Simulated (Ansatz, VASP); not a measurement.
Two plane-wave programs on LaTl3H6

```
La Tl H
1.0
     6.45838    0.00000    0.00000
     0.00000    6.45838    0.00000
     0.00000    0.00000    4.05037
La Tl H
1 3 6
Direct
  0.50000 0.50000 0.00000
  0.50000 0.00000 0.50000
  0.00000 0.50000 0.50000
  0.00000 0.00000 0.00000
  0.66545 0.50000 0.50000
  0.33455 0.50000 0.50000
  0.50000 0.33455 0.50000
  0.50000 0.66545 0.50000
  0.50000 0.00000 0.00000
  0.00000 0.50000 0.00000
```

Alike in both runs: functional PBE; k mesh 6 × 6 × 10; occupations gaussian, width 0.1 eV; no spin polarisation.

Ansatz relaxed the structure, and its values are those at the end. VASP's run is a single point on that final structure, the one shown.

```csv
,VASP,Ansatz
version,VASP 6.6.1,Ansatz 0.2.0
potentials or method,"VASP PAW PBE potentials, release 64 (La, Tl_d, H), cutoff 520 eV","scalar-relativistic, plane waves, PAW"
valence electrons in the cell,56,56
```

|  | VASP | Ansatz | Ansatz less VASP |
| --- | --- | --- | --- |
| gap on the k mesh at the Fermi level (eV) | none | none | - |
| pressure (GPa) | -0.1 | 0.0 | +0.13 |

A gap of «none» marks a metal or a gap that the smearing closes. With one functional, cell and mesh, what is left measures potentials, basis and numerics.

Spin-orbit coupling is off throughout.
